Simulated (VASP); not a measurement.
Input of a VASP 6.6.1 run:

INCAR

```
SYSTEM = Ge
  PREC = Accurate
  ENCUT = 520
  EDIFF = 1E-6
  ISMEAR = 0
  SIGMA = 0.15
  LREAL = .False.
  LASPH = .True.
  NELM = 80
  ALGO = Normal
  ISIF = 2
  LWAVE = .False.
  LCHARG = .True.
  GGA = PS
  LELF = .True.
  LVHAR = .True.
  NBANDS = 21
```

The input KPOINTS:

```
Automatic mesh
0
Gamma
  14 14 14
  0 0 0
```

Contents of POSCAR:

```
Ge
1.0
    0.0000000000      2.9088082301      2.9088082301
    2.9088082301      0.0000000000      2.9088082301
    2.9088082301      2.9088082301      0.0000000000
Ge
2
Direct
    0.5098665837      0.4901334163      0.4901334163
    0.7401334163      0.7598665837      0.7598665837
```

Potentials or basis: VASP PAW PBE potentials, release 64 (Ge_d).

The run is started by

```bash
$ cat potpaw_PBE.64/Ge_d/POTCAR > POTCAR
$ mpirun -np 1 vasp_std > vasp.out
```

(1) What does it give for the largest force?

(2) What does it give for the pressure?

(3) Predict the band gap on the k mesh.

## Answers

(1) 1.025 eV/Å.

(2) -3.8 GPa.

(3) zero (bands 14 and 15 overlap by 0.67 eV).

Caveat: the cell differs from its parent crystal (atoms displaced along a vibrational mode, the cell strained); the cell stands under tension; semilocal functionals underestimate gaps, and a narrow one can read as zero; the PAW data sets were made with another functional, which shifts forces and pressure a little.
